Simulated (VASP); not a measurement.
# Hf3S8 (a cell with a defect) in VASP: single point with LDA

Aim: the single point of Hf3S8 (a cell with a defect) with LDA.

All numbers are computed with VASP 6.6.1; they aren't measurements. Logs are shortened: lines on timing, memory, paths and dates and some standing lists are left out, and cuts for length are marked.

## (1) The cell of the first run

The cell holds a defect, 11 atoms: a = 6.705 Å, b = 6.705 Å, c = 7.113 Å, α = 105.38°, β = 105.38°, γ = 115.92°.

## (2) Single point, LDA (atoms taken out)

The input, INCAR:

```
SYSTEM = Hf3S8
PREC     = Accurate       ! precision mode
ENCUT    = 520            ! plane-wave cutoff, eV
EDIFF    = 1E-7           ! SCF threshold, eV
ISMEAR   = 0              ! smearing method
SIGMA    = 0.05           ! smearing width, eV
LREAL    = .FALSE.        ! projectors in reciprocal space
LASPH    = .TRUE.         ! aspherical terms in the spheres
NELM     = 80             ! most SCF steps
ALGO     = Normal         ! electronic algorithm
ISIF     = 2              ! what is computed and relaxed
LWAVE    = .FALSE.        ! write WAVECAR
LCHARG   = .TRUE.         ! write CHGCAR
GGA      = CA             ! functional
LELF     = .TRUE.         ! ELF
LVHAR    = .TRUE.       
NELECT   = 82.0         
NBANDS   = 50             ! bands
```

The input, KPOINTS:

```
regular mesh
0
G
  4 4 4
  0 0 0
```

The input, POSCAR:

```
Hf3S8
1.0
   -1.7783694260     -3.0802262006     -5.6836595072
   -1.7783694260     -3.0802262006      5.6836595072
   -3.5567388522      6.1604524011      0.0000000000
Hf S
3 8
Direct
    0.4837674259      0.4837674259      0.3418837130
    0.0000000000      0.0000000000      0.0000000000
    0.0000000000      0.0000000000      0.5000000000
    0.7938523428      0.5394809906      0.8333333333
    0.7938523428      0.5394809906      0.3333333333
    0.2938523428      0.0394809906      0.8333333333
    0.2938523428      0.0394809906      0.3333333333
    0.2061476572      0.4605190094      0.1666666667
    0.2061476572      0.4605190094      0.6666666667
    0.7061476572      0.9605190094      0.1666666667
    0.7061476572      0.9605190094      0.6666666667
```

Potentials or basis: VASP PAW LDA potentials, release 64 (Hf_pv, S).

Launch:

```console
> cat potpaw_LDA.64/Hf_pv/POTCAR potpaw_LDA.64/S/POTCAR > POTCAR
> mpirun -np 1 vasp_std > vasp.out
```

OUTCAR:

```text
SYSTEM = Hf3S8
   PREC = Accurate
   ENCUT = 520
   EDIFF = 1E-7
   ISMEAR = 0
   LREAL = .FALSE.
   LASPH = .TRUE.
   NELM = 80
   ISIF = 2
   GGA = CA
   NELECT = 82.0

 ion  position               nearest neighbor table
   1  0.484  0.484  0.342-   8 1.86   5 1.97   7 2.65  11 2.80   2 3.06   3 3.26   9 3.32
   2  0.000  0.000  0.000-   4 2.51   8 2.51   7 2.51  11 2.51  10 2.51   6 2.51   1 3.06   3 3.56
                             3 3.56
   3  0.000  0.000  0.500-   5 2.51   9 2.51   6 2.51  10 2.51   7 2.51  11 2.51   1 3.26   2 3.56
                             2 3.56
   4  0.794  0.539  0.833-   2 2.51
   5  0.794  0.539  0.333-   1 1.97   3 2.51
   6  0.294  0.039  0.833-   3 2.51   2 2.51
   7  0.294  0.039  0.333-   2 2.51   3 2.51   1 2.65
   8  0.206  0.461  0.167-   1 1.86   2 2.51
   9  0.206  0.461  0.667-   3 2.51   1 3.32
  10  0.706  0.961  0.167-   3 2.51   2 2.51
  11  0.706  0.961  0.667-   2 2.51   3 2.51   1 2.80

  LATTYP: Found a face centered orthorhombic cell.
 ALAT       =     7.1134777042
 B/A-ratio  =     1.5979974194
 C/A-ratio  =     1.7320508076

  Lattice vectors:

 A1 = (  -5.3351082782,   3.0802262005,   5.6836595072)
 A2 = (  -7.1134777042,  -0.0000000001,   0.0000000000)
 A3 = (  -1.7783694260,  -3.0802262006,   5.6836595072)

Analysis of symmetry for initial positions (statically):
=====================================================================
 Subroutine PRICEL returns:
 Original cell was already a primitive cell.

 Routine SETGRP: Setting up the symmetry group for a
 face centered orthorhombic supercell.

 Subroutine GETGRP returns: Found  1 space group operations
 (whereof  1 operations were pure point group operations)
 out of a pool of  8 trial point group operations.

The static configuration has the point symmetry C_1 .

Analysis of symmetry for dynamics (positions and initial velocities):
=====================================================================
 Subroutine PRICEL returns:
 Original cell was already a primitive cell.

 Routine SETGRP: Setting up the symmetry group for a
 face centered orthorhombic supercell.

 Subroutine GETGRP returns: Found  1 space group operations
 (whereof  1 operations were pure point group operations)
 out of a pool of  8 trial point group operations.

The dynamic configuration has the point symmetry C_1 .

 Subroutine INISYM returns: Found  1 space group operations
 (whereof  1 operations are pure point group operations),
[... 118 lines left out ...]
   IBRION =     -1    ionic relax: 0-MD 1-quasi-New 2-CG
   NFREE  =      0    steps in history (QN), initial steepest desc. (CG)
   ISIF   =      2    stress and relaxation
   ISYM   =      2    0-nonsym 1-usesym 2-fastsym
   POTIM  = 0.5000    time-step for ionic-motion
   TEBEG  =    0.0;   TEEND  =   0.0 temperature during run
   PSTRESS=    0.0 pullay stress
   NELECT =      82.0000    total number of electrons
   NUPDOWN=      -1.0000    fix difference up-down
   EMIN   =  10.00;   EMAX   =-10.00  energy-range for DOS
   EFERMI =   0.00;   METHOD = LEGACY
   ISMEAR =     0;   SIGMA  =   0.05  broadening in eV -4-tet -1-fermi 0-gaus
   EFERMI_NEDOS =   21; number of points for ismear=-14 and -15
   IALGO  =     38    algorithm
   IMIX   =      4    mixing-type and parameters
     AMIX     =   0.40;   BMIX     =  1.00
     AMIX_MAG =   1.60;   BMIX_MAG =  1.00
  volume/ion in A,a.u.               =      22.64       152.80
  Fermi-wavevector in a.u.,A,eV,Ry     =   1.130417  2.136178 17.386095  1.277842
  Thomas-Fermi vector in A             =   2.267113
   LORBIT       =      0    0 simple, 1 ext, 2 COOP (PROOUT), +10 PAW based schemes
   GGA     = CA    functional components
   LHFCALC =     F    Hartree Fock is set to
   AEXX    =    0.0000 exact exchange contribution
   IVDW    =     0    specifies the selected vdW correction
   LEPSILON=     F    determine dielectric tensor
   LRPA    =     F    only Hartree local field effects (RPA)
 non-spin polarized calculation
 Gauss-broadening in eV      SIGMA  =   0.05
  energy-cutoff  :      520.00
  volume of cell :      249.07
 maximum number of plane-waves:      6743
 NGX is ok and might be reduce to    50
   NGX = 25   NGY = 25   NGZ = 27

 number of electron      82.0000001 magnetization

 Free energy of the ion-electron system (eV)
  ---------------------------------------------------
  ext. energy  EPLUGINS =         0.00000000
  ---------------------------------------------------
  free energy    TOTEN  =       -59.69748706 eV

  energy without entropy =      -59.69694344  energy(sigma->0) =      -59.69721525

 E-fermi :   3.9676     XC(G=0): -10.0957

 val. band max:        3.9087534407   @ k =   0.0000   0.0000   0.5000
 cond. band min:       4.0248997151   @ k =   0.0000   0.5000   0.0000
 fundamental gap:      0.1161462744
 Fermi energy:         3.9676199354

 k-point     1 :       0.0000    0.0000    0.0000
  band No.  band energies     occupation
      1     -28.0758      2.00000
      2     -27.5041      2.00000
      3     -27.3748      2.00000
      4     -27.3598      2.00000
      5     -27.2897      2.00000
      6     -27.2815      2.00000
[... 1261 lines left out ...]
     49       6.8811      0.00000
     50       6.9876      0.00000

 [... further k-points ...]
[... 5 lines left out ...]
  --------------------------------------------------------------------------------------
  -------------------------------------------------------------------------------------
  Total       44.8839067     36.7443435     62.5357728      3.1035577      9.6358543     25.8041402
  in kB      288.7211504    236.3624271    402.2689113     19.9640098     61.9837962    165.9882480
  external PRESSURE =     309.1174963 kB  Pullay stress =       0.0000000 kB

 VOLUME and BASIS-vectors are now :
 -----------------------------------------------------------------------------
  energy-cutoff  :      520.00
  volume of cell :      249.07
      direct lattice vectors                 reciprocal lattice vectors
    -1.778369426 -3.080226201 -5.683659507    -0.140578215 -0.081162870 -0.087971491
    -1.778369426 -3.080226201  5.683659507    -0.140578215 -0.081162870  0.087971491
    -3.556738852  6.160452401  0.000000000    -0.140578215  0.081162870  0.000000000

 POSITION                                       TOTAL-FORCE (eV/Angst)
 -----------------------------------------------------------------------------------
     -2.93663     -0.87407      0.00000       -11.011984     12.158191     -6.004910
      0.00000      0.00000      0.00000         3.190153      1.343557     -1.644343
     -1.77837      3.08023      0.00000        -2.003133     -1.107221      1.587767
     -5.33511      1.02674     -1.44576        -0.932015     -0.898260      1.105667
     -3.55674     -2.05348     -1.44576        -3.241045     -7.833281     -8.366318
     -3.55674      4.10697     -1.44576         0.256727      0.360658      0.697447
     -1.77837      1.02674     -1.44576        -0.112446     -1.034636      0.451893
     -1.77837     -1.02674      1.44576        12.020129     -2.384330     14.358596
     -3.55674      2.05348      1.44576         1.273602      0.016579     -1.099170
     -3.55674     -4.10697      1.44576        -0.465556     -0.274799     -0.525329
     -5.33511     -1.02674      1.44576         1.025568     -0.346457     -0.561301
 -----------------------------------------------------------------------------------
    total drift:                               -0.000050     -0.000007      0.000023

  FREE ENERGIE OF THE ION-ELECTRON SYSTEM (eV)
  ---------------------------------------------------
  free  energy   TOTEN  =       -59.6974870594 eV

  energy  without entropy=      -59.6969434386  energy(sigma->0) =      -59.69721525
```

Wall time 16 min (1 thread of Intel Xeon 8259CL, shared host); peak memory 0.49 GiB.

What came out:

| Item | Value |
| --- | --- |
| Free energy | -59.6975 eV |
| Largest force | 18.877 eV/Å |

Forces in eV/Å, atoms in the order of the input:
```
Hf  -11.012  12.158  -6.005
Hf    3.190   1.344  -1.644
Hf   -2.003  -1.107   1.588
S    -0.932  -0.898   1.106
S    -3.241  -7.833  -8.366
S     0.257   0.361   0.697
S    -0.112  -1.035   0.452
S    12.020  -2.384  14.359
S     1.274   0.017  -1.099
S    -0.466  -0.275  -0.525
S     1.026  -0.346  -0.561
```

Levels at points of the mesh, in eV from the Fermi level:
| k point | band 39 | band 40 | band 41 | band 42 | band 43 | band 44 |
| --- | --- | --- | --- | --- | --- | --- |
| (0.00, 0.00, 0.00) | -0.60 | -0.54 | -0.26 | 0.16 | 0.72 | 0.79 |
| (0.50, 0.00, 0.00) | -1.17 | -0.69 | -0.31 | 0.08 | 0.35 | 1.65 |
| (0.00, 0.50, 0.50) | -1.29 | -0.81 | -0.35 | 1.01 | 1.27 | 1.44 |
| (0.00, 0.50, 0.00) | -1.21 | -0.67 | -0.10 | 0.06 | 0.46 | 1.65 |
| (0.50, 0.00, 0.50) | -0.92 | -0.72 | -0.31 | 0.83 | 1.02 | 1.48 |
| (0.50, 0.50, 0.00) | -0.96 | -0.65 | -0.41 | 0.17 | 0.74 | 0.83 |
| (0.00, 0.00, 0.50) | -1.14 | -0.77 | -0.06 | 0.70 | 1.03 | 1.55 |
| (0.50, 0.50, 0.50) | -1.10 | -0.94 | -0.60 | 0.89 | 1.14 | 1.44 |

Caveat: the cell carries a net charge on a neutralising background, which shifts energy and pressure; the cell differs from its parent crystal (atoms taken out); the cell is charged against a uniform background, so pressure and absolute levels hang on convention; spin-orbit coupling is left out, which moves the levels of the heavy elements.
